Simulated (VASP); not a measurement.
Set up this calculation in VASP 6.6.1, as the native input.

| Quantity | Value |
| --- | --- |
| Task | single point |
| Functional | PBE |
| Dispersion | D3(BJ) |
| Potentials or basis | VASP PAW PBE potentials, release 64 (Au) |
| Cutoff | 520 eV |
| k mesh | 18 × 18 × 18 |
| Occupations | gaussian, width 0.1 eV |
| Spin | no spin polarisation |
| Dipole correction | no |
| Further INCAR settings | ALGO = Normal; EDIFF = 1e-06; NBANDS = 12 |

The structure of Au lies in POSCAR:

```
Au
1.0
    0.0000000000      1.9881114176      1.9881114176
    1.9881114176      0.0000000000      1.9881114176
    1.9881114176      1.9881114176      0.0000000000
Au
1
Direct
    0.0000000000      0.0000000000      0.0000000000
```

The input as run:

INCAR

```
PREC = Accurate ; ENCUT = 520
EDIFF = 1E-6 ; ISMEAR = 0
SIGMA = 0.1 ; LREAL = False
LASPH = True ; NELM = 100
ALGO = Normal ; ISIF = 2
LWAVE = False ; LCHARG = True
GGA = PE ; IVDW = 12
LELF = True ; LVHAR = True
NBANDS = 12
```

KPOINTS

```
regular mesh
0
Gamma
  18 18 18
```

Potentials or basis: VASP PAW PBE potentials, release 64 (Au).

Launch:

```bash
$ cat potpaw_PBE.64/Au/POTCAR > POTCAR
$ mpirun -np 1 vasp_std > vasp.out
```

Results of the run:

| Property | Result |
| --- | --- |
| Pressure | 19.8 GPa |
| Band gap on the k mesh | zero (an odd number of electrons rules out a gap without spin polarisation) |
| Dispersion energy per atom | -0.724 eV |

Caveat: the cell stands under pressure; spin-orbit coupling is left out, which moves the levels of the heavy elements.

It took 35 s on 1 thread of Intel Xeon 8259CL, with other jobs on the host, peak memory 0.18 GiB.
